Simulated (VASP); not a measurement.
# Be (P6/mmm) in VASP: a series of runs

The runs below take Be through relaxation of cell and atoms, with PBE.

All numbers are computed with VASP 6.6.1; they aren't measurements. Logs are shortened: lines on timing, memory, paths and dates and some standing lists are left out, and cuts for length are marked.

## Step 1: The cell of the first run

The structure is hexagonal, space group P6/mmm (No. 191). The conventional cell has a = 2.799 Å, b = 2.799 Å, c = 1.735 Å, α = 90.00°, β = 90.00°, γ = 120.00°. Be (site symmetry 6/mmm) has 14 Be at 1.74 to 1.83 Å within 2.3 Å. Within 2.2 Å of Be (site symmetry -6m2) lie 11 Be at 1.62 to 1.83 Å.

This isn't the form of Be at room conditions, which is hcp.

## Step 2: Relaxation of cell and atoms, PBE, target pressure 270 GPa, at which the enthalpy is minimised

Contents of INCAR:

```
PREC = Accurate
ENCUT = 600
EDIFF = 1E-6
ISMEAR = -1
SIGMA = 0.1
LREAL = False
LASPH = True
NELM = 60
ALGO = Normal
ISIF = 3
LWAVE = False
LCHARG = False
GGA = PE
IBRION = 2
NSW = 60
EDIFFG = -0.005
PSTRESS = 2700.0
```

Contents of KPOINTS:

```
regular mesh
0
Gamma
  13 13 18
```

Contents of POSCAR:

```
Be
1.0
    2.7987383408      0.0000000000      0.0000000000
   -1.3993691704      2.4237785016      0.0000000000
    0.0000000000      0.0000000000      1.7352177713
Be
3
Direct
    0.0000000000      0.0000000000      0.0000000000
    0.3333333333      0.6666666667      0.5000000000
    0.6666666667      0.3333333333      0.5000000000
```

Potentials or basis: VASP PAW PBE potentials, release 64 (Be).

On the command line:

```console
cat potpaw_PBE.64/Be/POTCAR > POTCAR
mpirun -np 1 vasp_std > vasp.out
```

OUTCAR:

```text
PREC = Accurate
   ENCUT = 600
   EDIFF = 1E-6
   ISMEAR = -1
   LREAL = False
   LASPH = True
   NELM = 60
   ISIF = 3
   GGA = PE
   IBRION = 2
   NSW = 60
   EDIFFG = -0.005
   PSTRESS = 2700.0

 ion  position               nearest neighbor table
   1  0.000  0.000  0.000-   2 1.83   3 1.83   2 1.83   3 1.83   2 1.83   2 1.83   3 1.83   3 1.83
                             3 1.83   3 1.83   2 1.83   2 1.83
   2  0.333  0.667  0.500-   3 1.62   3 1.62   3 1.62   1 1.83   1 1.83   1 1.83   1 1.83   1 1.83
                             1 1.83   3 2.37   3 2.37   3 2.37   3 2.37   3 2.37   3 2.37
   3  0.667  0.333  0.500-   2 1.62   2 1.62   2 1.62   1 1.83   1 1.83   1 1.83   1 1.83   1 1.83
                             1 1.83   2 2.37   2 2.37   2 2.37   2 2.37   2 2.37   2 2.37

  LATTYP: Found a hexagonal cell.
 ALAT       =     2.7987383408
 C/A-ratio  =     0.6200000000

  Lattice vectors:

 A1 = (   2.7987383408,   0.0000000000,   0.0000000000)
 A2 = (  -1.3993691704,   2.4237785016,   0.0000000000)
 A3 = (   0.0000000000,   0.0000000000,   1.7352177713)

Analysis of symmetry for initial positions (statically):
=====================================================================
 Subroutine PRICEL returns:
 Original cell was already a primitive cell.

 Routine SETGRP: Setting up the symmetry group for a
 hexagonal supercell.

 Subroutine GETGRP returns: Found 24 space group operations
 (whereof 24 operations were pure point group operations)
 out of a pool of 24 trial point group operations.

The static configuration has the point symmetry D_6h.

Analysis of symmetry for dynamics (positions and initial velocities):
=====================================================================
 Subroutine PRICEL returns:
 Original cell was already a primitive cell.

 Routine SETGRP: Setting up the symmetry group for a
 hexagonal supercell.

 Subroutine GETGRP returns: Found 24 space group operations
 (whereof 24 operations were pure point group operations)
 out of a pool of 24 trial point group operations.

The dynamic configuration has the point symmetry D_6h.

 Subroutine INISYM returns: Found 24 space group operations
 (whereof 24 operations are pure point group operations),
 and found     1 'primitive' translations

----------------------------------------------------------------------------------------

                                     Primitive cell

  volume of cell :      11.7709

  direct lattice vectors                    reciprocal lattice vectors
     2.798738341  0.000000000  0.000000000     0.357303856  0.206289477  0.000000000
    -1.399369170  2.423778502  0.000000000     0.000000000  0.412578954  0.000000000
     0.000000000  0.000000000  1.735217771     0.000000000  0.000000000  0.576296541

  length of vectors
     2.798738341  2.798738341  1.735217771     0.412578954  0.412578954  0.576296541

  position of ions in fractional coordinates (direct lattice)
     0.000000000  0.000000000  0.000000000
     0.333333333  0.666666667  0.500000000
     0.666666667  0.333333333  0.500000000

  ion indices of the primitive-cell ions
   primitive index   ion index
                 1           1
                 2           2
                 3           3

----------------------------------------------------------------------------------------

 KPOINTS: regular mesh

Automatic generation of k-mesh.
 Grid dimensions read from file:
 generate k-points for:   13   13   18

 Generating k-lattice:

  Cartesian coordinates                     Fractional coordinates (reciprocal lattice)
     0.027484912  0.015868421  0.000000000     0.076923077  0.000000000  0.000000000
     0.000000000  0.031736843  0.000000000     0.000000000  0.076923077  0.000000000
     0.000000000  0.000000000  0.032016475     0.000000000  0.000000000  0.055555556

  Length of vectors
     0.031736843  0.031736843  0.032016475

  Shift w.r.t. Gamma in fractional coordinates (k-lattice)
     0.000000000  0.000000000  0.000000000

 Subroutine IBZKPT returns following result:
 ===========================================

 Found    210 irreducible k-points:

 Following reciprocal coordinates:
            Coordinates               Weight
  0.000000  0.000000  0.000000      1.000000
  0.076923  0.000000  0.000000      6.000000
  0.153846  0.000000  0.000000      6.000000
  0.230769 -0.000000  0.000000      6.000000
  0.307692  0.000000  0.000000      6.000000
  0.384615  0.000000  0.000000      6.000000
[... 16 lines left out ...]
  0.076923  0.000000  0.055556     12.000000
  0.153846  0.000000  0.055556     12.000000
 [... further k-points ...]
   k-points           NKPTS =    210   k-points in BZ     NKDIM =    210   number of bands    NBANDS=      7
   number of dos      NEDOS =    301   number of ions     NIONS =      3
   total plane-waves  NPLWV =   8064
   dimension x,y,z NGX =    24 NGY =   24 NGZ =   14
   dimension x,y,z NGXF=    48 NGYF=   48 NGZF=   28
   ions per type =               3
   NGX,Y,Z   is equivalent  to a cutoff of  14.26, 14.26, 13.41 a.u.
   NGXF,Y,Z  is equivalent  to a cutoff of  28.51, 28.51, 26.83 a.u.
 SYSTEM =  unknown system
   PREC   = accura    normal or accurate (medium, high low for compatibility)
   ISTART =      0    job   : 0-new  1-cont  2-samecut
   ICHARG =      2    charge: 1-file 2-atom 10-const
   ISPIN  =      1    spin polarized calculation?
   LNONCOLLINEAR =      F non collinear calculations
   LSORBIT =      F    spin-orbit coupling
   LASPH  =      T    aspherical Exc in radial PAW
   ENCUT  =  600.0 eV  44.10 Ry    6.64 a.u.   5.59  5.59  3.47*2*pi/ulx,y,z
   NELM   =     60;   NELMIN=  2; NELMDL= -5     # of ELM steps
   EDIFF  = 0.1E-05   stopping-criterion for ELM
   LREAL  =      F    real-space projection
   EDIFFG = -.5E-02   stopping-criterion for IOM
   NSW    =     60    number of steps for IOM
   IBRION =      2    ionic relax: 0-MD 1-quasi-New 2-CG
   NFREE  =      1    steps in history (QN), initial steepest desc. (CG)
   ISIF   =      3    stress and relaxation
   ISYM   =      2    0-nonsym 1-usesym 2-fastsym
   POTIM  = 0.5000    time-step for ionic-motion
   TEBEG  =    0.0;   TEEND  =   0.0 temperature during run
   PSTRESS= 2700.0 pullay stress
   NELECT =       6.0000    total number of electrons
   NUPDOWN=      -1.0000    fix difference up-down
   EMIN   =  10.00;   EMAX   =-10.00  energy-range for DOS
   EFERMI =   0.00;   METHOD = LEGACY
   ISMEAR =    -1;   SIGMA  =   0.10  broadening in eV -4-tet -1-fermi 0-gaus
   EFERMI_NEDOS =   21; number of points for ismear=-14 and -15
   IALGO  =     38    algorithm
   IMIX   =      4    mixing-type and parameters
     AMIX     =   0.40;   BMIX     =  1.00
     AMIX_MAG =   1.60;   BMIX_MAG =  1.00
  volume/ion in A,a.u.               =       3.92        26.48
  Fermi-wavevector in a.u.,A,eV,Ry     =   1.307742  2.471275 23.268547  1.710190
  Thomas-Fermi vector in A             =   2.438456
   LORBIT       =      0    0 simple, 1 ext, 2 COOP (PROOUT), +10 PAW based schemes
   GGA     = PE    functional components
   LHFCALC =     F    Hartree Fock is set to
   AEXX    =    0.0000 exact exchange contribution
   IVDW    =     0    specifies the selected vdW correction
   LEPSILON=     F    determine dielectric tensor
   LRPA    =     F    only Hartree local field effects (RPA)
 conjugate gradient relaxation of ions
 non-spin polarized calculation
  energy-cutoff  :      600.00
  volume of cell :       11.77
 maximum number of plane-waves:       421
 NGX is ok and might be reduce to    24
   NGX = 11   NGY = 11   NGZ =  7

--------------------------------------- Ionic step        1  -------------------------------------------

 number of electron       6.0000000 magnetization

 Free energy of the ion-electron system (eV)
  ---------------------------------------------------
  ext. energy  EPLUGINS =         0.00000000
  ---------------------------------------------------
  free energy    TOTEN  =        -4.44623458 eV

  energy without entropy =       -4.43677394  energy(sigma->0) =       -4.44150426

------------------------ aborting loop because EDIFF is reached ----------------------------------------

  FORCE on cell =-STRESS in cart. coord.  units (eV):
  Direction    XX          YY          ZZ          XY          YZ          ZX
  --------------------------------------------------------------------------------------
  -------------------------------------------------------------------------------------
  Total       21.8913540     21.8913540     17.1315747      0.0000000     -0.0000000      0.0000000
  in kB     2979.7099673   2979.7099671   2331.8394891      0.0000000     -0.0000000      0.0000000
  external PRESSURE =      63.7531412 kB  Pullay stress =    2700.0000000 kB
[... 297 lines left out ...]
  enthalpy is  TOTEN    =        15.3255618312 eV   P V=       19.9627677913

--------------------------------------- Ionic step        9  -------------------------------------------

 number of electron       6.0000000 magnetization

 Free energy of the ion-electron system (eV)
  ---------------------------------------------------
  ext. energy  EPLUGINS =         0.00000000
  ---------------------------------------------------
  free energy    TOTEN  =        -4.63482973 eV

  energy without entropy =       -4.62841053  energy(sigma->0) =       -4.63162013

 E-fermi :  15.6131     XC(G=0): -13.1425

 val. band max:       15.5582682811   @ k =   0.0000   0.0000   0.2778
 cond. band min:      15.7282423558   @ k =   0.4615   0.0769   0.3889
 fundamental gap:      0.1699740746
 Fermi energy:        15.6130643249

 k-point     1 :       0.0000    0.0000    0.0000
  band No.  band energies     occupation
      1      -0.7290      2.00000
      2      12.5099      2.00000
      3      12.5099      2.00000
      4      12.8098      2.00000
      5      12.8098      2.00000
      6      27.4469      0.00000
      7      28.7391      0.00000
[... 221 lines left out ...]
 k-point    24 :       0.1538    0.0000    0.0556
  band No.  band energies     occupation
      1      -0.3504      2.00000
      2       9.0808      2.00000
      3       9.6452      2.00000
      4      16.1665      0.00787
      5      17.1204      0.00000
      6      27.6183      0.00000
      7      29.2288      0.00000

 [... further k-points ...]

------------------------ aborting loop because EDIFF is reached ----------------------------------------

  FORCE on cell =-STRESS in cart. coord.  units (eV):
  Direction    XX          YY          ZZ          XY          YZ          ZX
  --------------------------------------------------------------------------------------
  -------------------------------------------------------------------------------------
  Total       19.9579622     19.9579622     19.9570820      0.0000000     -0.0000000      0.0000000
  in kB     2699.6721967   2699.6721964   2699.5531402      0.0000000     -0.0000000      0.0000000
  external PRESSURE =      -0.3674889 kB  Pullay stress =    2700.0000000 kB
[... 18 lines left out ...]
  FREE ENERGIE OF THE ION-ELECTRON SYSTEM (eV)
  ---------------------------------------------------
  free  energy   TOTEN  =        -4.6348297252 eV

  energy  without entropy=       -4.6284105263  energy(sigma->0) =       -4.63162013

  enthalpy is  TOTEN    =        15.3255558276 eV   P V=       19.9603855528

 reached required accuracy - stopping structural energy minimisation
```

Run time: 24 s. Hardware: 1 thread of Intel Xeon Platinum 8559C (Emerald Rapids), shared host; peak memory 0.13 GiB.

What came out:

```yaml
Free_energy: -4.6348 eV
Relaxed_volume: 3.95 Å³/atom
Relaxed_cell: a = 2.841 Å, b = 2.841 Å, c = 1.694 Å, α = 90.00°, β = 90.00°, γ = 120.00°
Space_group_after_relaxing_to_0.1_Å: P6/mmm (No. 191)
Energy_change_on_relaxing_the_run_minimises_the_enthalpy: -62.9 meV/atom
Ionic_steps: 9
Pressure_after_relaxing: 270.0 GPa
Band_gap_on_the_k_mesh: zero (bands 3 and 4 overlap by 9.10 eV)
```

The path:
| step | energy change (eV) | largest force (eV/Å) | pressure (GPa) | volume (Å³) |
| --- | --- | --- | --- | --- |
| 1 | 0.0000 | 0.0000 | 276.38 | 11.77 |
| 2 | -0.4081 | 0.0000 | 258.38 | 12.02 |
| 3 | -0.2772 | 0.0000 | 266.30 | 11.90 |
| 4 | -0.2731 | 0.0000 | 266.48 | 11.89 |
| 5 | -0.0451 | 0.0000 | 275.91 | 11.76 |
| 6 | -0.1833 | 0.0000 | 270.19 | 11.84 |
| 7 | -0.1851 | 0.0000 | 270.11 | 11.84 |
| 8 | -0.1910 | 0.0000 | 269.86 | 11.85 |
| 9 | -0.1886 | 0.0000 | 269.96 | 11.84 |

Final structure:
```xyz
3
Lattice="2.8411 0.0000 0.0000 -1.4206 2.4605 0.0000 0.0000 0.0000 1.6944" Properties=species:S:1:pos:R:3 pbc="T T T"
Be    0.0000    0.0000    0.0000
Be    0.0000    1.6403    0.8472
Be    1.4206    0.8202    0.8472
```

Levels at points of the mesh, in eV from the Fermi level:
```csv
k point,band 1,band 2,band 3,band 4,band 5,band 6
"(0.00, 0.00, 0.00)",-16.34,-3.10,-3.10,-2.80,-2.80,11.83
"(0.00, 0.00, 0.50)",-10.49,-7.58,6.30,6.30,6.50,9.36
```

Caveat: the cell is relaxed towards a set pressure, so the run minimises the enthalpy, not the energy.

## Step 3: Relaxation of cell and atoms, PBE, target pressure 270 GPa, at which the enthalpy is minimised

This run uses another cell than the first one, of 3.94 Å³/atom.

Contents of INCAR:

```
SYSTEM = Be
PREC = Accurate ; ENCUT = 600
EDIFF = 1E-6 ; ISMEAR = -1
SIGMA = 0.1 ; LREAL = .False.
LASPH = .True. ; NELM = 100
ALGO = Normal ; ISIF = 3
LWAVE = .False. ; LCHARG = .False.
GGA = PE ; IBRION = 2
NSW = 32 ; EDIFFG = -0.005
PSTRESS = 2700.0
```

Contents of KPOINTS:

```
Automatic mesh
0
Gamma
  13 13 18
  0 0 0
```

Contents of POSCAR:

```
Be
1.0
    2.8391776691      0.0000000000      0.0000000000
   -1.4195888345      2.4587999873      0.0000000000
    0.0000000000      0.0000000000      1.6931819093
Be
3
Direct
    0.0000000000      0.0000000000      0.0000000000
    0.3333333333      0.6666666667      0.5000000000
    0.6666666667      0.3333333333      0.5000000000
```

Potentials or basis: VASP PAW PBE potentials, release 64 (Be).

On the command line:

```console
cat potpaw_PBE.64/Be/POTCAR > POTCAR
mpirun -np 1 vasp_std > vasp.out
```

OUTCAR:

```text
SYSTEM = Be
   PREC = Accurate
   ENCUT = 600
   EDIFF = 1E-6
   ISMEAR = -1
   LREAL = .False.
   LASPH = .True.
   NELM = 100
   ISIF = 3
   GGA = PE
   IBRION = 2
   NSW = 32
   EDIFFG = -0.005
   PSTRESS = 2700.0

 ion  position               nearest neighbor table
   1  0.000  0.000  0.000-   2 1.84   3 1.84   2 1.84   3 1.84   2 1.84   2 1.84   3 1.84   3 1.84
                             3 1.84   3 1.84   2 1.84   2 1.84
   2  0.333  0.667  0.500-   3 1.64   3 1.64   3 1.64   1 1.84   1 1.84   1 1.84   1 1.84   1 1.84
                             1 1.84   3 2.36   3 2.36   3 2.36   3 2.36   3 2.36   3 2.36
   3  0.667  0.333  0.500-   2 1.64   2 1.64   2 1.64   1 1.84   1 1.84   1 1.84   1 1.84   1 1.84
                             1 1.84   2 2.36   2 2.36   2 2.36   2 2.36   2 2.36   2 2.36

  LATTYP: Found a hexagonal cell.
 ALAT       =     2.8391776691
 C/A-ratio  =     0.5963634921

  Lattice vectors:

 A1 = (   2.8391776691,   0.0000000000,   0.0000000000)
 A2 = (  -1.4195888345,   2.4587999873,   0.0000000000)
 A3 = (   0.0000000000,   0.0000000000,   1.6931819093)

Analysis of symmetry for initial positions (statically):
=====================================================================
 Subroutine PRICEL returns:
 Original cell was already a primitive cell.

 Routine SETGRP: Setting up the symmetry group for a
[... 179 lines left out ...]
  Total       20.0432551     20.0432551     20.0418340      0.0000000     -0.0000000     -0.0000000
  in kB     2716.8111057   2716.8111057   2716.6184819      0.0000001     -0.0000000     -0.0000000
  external PRESSURE =      16.7468978 kB  Pullay stress =    2700.0000000 kB
[... 65 lines left out ...]
--------------------------------------- Ionic step        3  -------------------------------------------

 number of electron       6.0000000 magnetization

 Free energy of the ion-electron system (eV)
  ---------------------------------------------------
  ext. energy  EPLUGINS =         0.00000000
  ---------------------------------------------------
  free energy    TOTEN  =        -4.63288022 eV

  energy without entropy =       -4.62646229  energy(sigma->0) =       -4.62967126

 E-fermi :  15.6145     XC(G=0): -13.1429

 val. band max:       15.5598784453   @ k =   0.0000   0.0000   0.2778
 cond. band min:      15.7296799013   @ k =   0.4615   0.0769   0.3889
 fundamental gap:      0.1698014560
 Fermi energy:        15.6144866570

 k-point     1 :       0.0000    0.0000    0.0000
  band No.  band energies     occupation
      1      -0.7282      2.00000
      2      12.5109      2.00000
      3      12.5109      2.00000
      4      12.8107      2.00000
      5      12.8107      2.00000
      6      27.4494      0.00000
      7      28.7417      0.00000
[... 221 lines left out ...]
 k-point    24 :       0.1538    0.0000    0.0556
  band No.  band energies     occupation
      1      -0.3495      2.00000
      2       9.0816      2.00000
      3       9.6459      2.00000
      4      16.1677      0.00788
      5      17.1216      0.00000
      6      27.6207      0.00000
      7      29.2313      0.00000

 [... further k-points ...]

------------------------ aborting loop because EDIFF is reached ----------------------------------------

  FORCE on cell =-STRESS in cart. coord.  units (eV):
  Direction    XX          YY          ZZ          XY          YZ          ZX
  --------------------------------------------------------------------------------------
  -------------------------------------------------------------------------------------
  Total       19.9607186     19.9607186     19.9631731      0.0000000      0.0000000     -0.0000000
  in kB     2700.3083503   2700.3083503   2700.6403915      0.0000001      0.0000000     -0.0000000
  external PRESSURE =       0.4190307 kB  Pullay stress =    2700.0000000 kB
[... 22 lines left out ...]
  energy  without entropy=       -4.6264622930  energy(sigma->0) =       -4.62967126

  enthalpy is  TOTEN    =        15.3255590634 eV   P V=       19.9584392812

 reached required accuracy - stopping structural energy minimisation
```

OSZICAR:

```text
N       E                     dE             d eps       ncg     rms          rms(c)
DAV:   1     0.149809862919E+02    0.14981E+02   -0.37136E+03  2996   0.878E+02
DAV:   2    -0.501809232870E+01   -0.19999E+02   -0.19357E+02  4536   0.165E+02
[... 15 lines left out ...]
DAV:   4    -0.471215028872E+01   -0.32847E-06   -0.11562E-07  1813   0.465E-03
   2 F= 0.15326043E+02 E0= 0.15329263E+02  d E =0.364632E-03
       N       E                     dE             d eps       ncg     rms          rms(c)
DAV:   1    -0.463288028195E+01    0.79270E-01   -0.62544E-04  3066   0.426E-01    0.170E-02
DAV:   2    -0.463287757177E+01    0.27102E-05   -0.14956E-06  4837   0.203E-02    0.107E-02
DAV:   3    -0.463288059407E+01   -0.30223E-05   -0.19877E-06  3038   0.282E-02    0.536E-04
DAV:   4    -0.463288021776E+01    0.37631E-06   -0.51455E-08  1673   0.321E-03
   3 F= 0.15325559E+02 E0= 0.15328768E+02  d E =-.119633E-03
```

Run time: 12 s. Hardware: 1 thread of Intel Xeon Platinum 8559C (Emerald Rapids), shared host; peak memory 0.13 GiB.

Results:

```
Free energy                                                : -4.6329 eV
Relaxed volume                                             : 3.95 Å³/atom
Relaxed cell                                               : a = 2.841 Å, b = 2.841 Å, c = 1.694 Å, α = 90.00°, β = 90.00°, γ = 120.00°
Space group after relaxing (to 0.1 Å)                      : P6/mmm (No. 191)
Energy change on relaxing (the run minimises the enthalpy) : -13.1 meV/atom
Ionic steps                                                : 3
Pressure after relaxing                                    : 270.0 GPa
Band gap on the k mesh                                     : zero (bands 3 and 4 overlap by 9.10 eV)
```

The path:
| step | energy change (eV) | largest force (eV/Å) | pressure (GPa) | volume (Å³) |
| --- | --- | --- | --- | --- |
| 1 | 0.0000 | 0.0000 | 271.67 | 11.82 |
| 2 | -0.1186 | 0.0000 | 266.75 | 11.89 |
| 3 | -0.0393 | 0.0000 | 270.04 | 11.84 |

Final structure:
```
Be
1.0
     2.84105    0.00000    0.00000
    -1.42052    2.46042    0.00000
     0.00000    0.00000    1.69428
Be
3
Direct
  0.00000 0.00000 0.00000
  0.33333 0.66667 0.50000
  0.66667 0.33333 0.50000
```

Caveat: the cell is relaxed towards a set pressure, so the run minimises the enthalpy, not the energy.

The gap in the log of VASP goes by the Fermi energy; the results here count the filled bands.